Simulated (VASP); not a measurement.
Runs of VASP 6.6.1 on Pb. The structure is that of space group P4/mmm (No. 123), or close to it. The cells are those of the table. 

```tsv
task	cell	k mesh	cutoff (eV)	gap on the mesh (eV)	pressure (GPa)	relaxed volume (Å³/atom)
relaxation of cell and atoms	relaxed from a = 3.399, b = 3.399, c = 2.985 Å, 1 atom	6 × 6 × 6	600	none	-0.1	(a)
relaxation of cell and atoms	relaxed from a = 2.768, b = 2.915, c = 3.824 Å, 1 atom	6 × 6 × 4	600	none	0.0	34.53
single point	a = 2.768, b = 2.915, c = 3.824 Å, 1 atom	6 × 6 × 4	520	none	15.8	-
single point	a = 3.400, b = 3.398, c = 2.985 Å, 1 atom	6 × 6 × 4	520	none	0.0	-
```

Alike in all rows: level PBE; potentials or basis VASP PAW PBE potentials, release 64 (Pb_d); no spin polarisation; smearing gaussian 0.1 eV.

Problem. Estimate the missing entries.

Solution. (a) 34.40.

Caveats: some runs use coarse meshes; spin-orbit coupling is left out, which moves the levels of the heavy elements.

A k mesh can miss the band edges, and the runs leave out spin-orbit coupling on Pb.

A gap of «none» marks levels without a gap at the run's occupations.
